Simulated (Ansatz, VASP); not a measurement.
**Pt in VASP and in Ansatz**

```xyz
2
Lattice="2.7970 0.0000 0.0000 -1.3985 2.4223 0.0000 0.0000 0.0000 4.8552" Properties=species:S:1:pos:R:3 pbc="T T T"
Pt    1.3985    0.8074    3.6414
Pt    0.0000    1.6148    1.2138
```

Alike in both runs: task single point; functional r2SCAN; k mesh 12 × 12 × 6; occupations fermi-dirac, width 0.1 eV; no spin polarisation.

|  | VASP | Ansatz |
| --- | --- | --- |
| version | VASP 6.6.1 | Ansatz 0.2.0 |
| potentials or method | VASP PAW PBE potentials, release 64 (Pt), cutoff 520 eV | plane waves, PAW |
| valence electrons in the cell | 20 | 36 |

Ansatz gave:

* pressure (GPa): -14.2
* traceless stress, the component that is largest in VASP (GPa): 1.16

Question: Estimate VASP's values.

Answer: Pressure (GPa): -13.8; traceless stress, the component that is largest in VASP (GPa): 0.98.

VASP's potentials were made for PBE, not for r2SCAN. VASP's potentials hold 20 valence electrons a cell and Ansatz's 36, so a difference there can come from the potentials and not from the codes.

Spin-orbit coupling is off throughout.
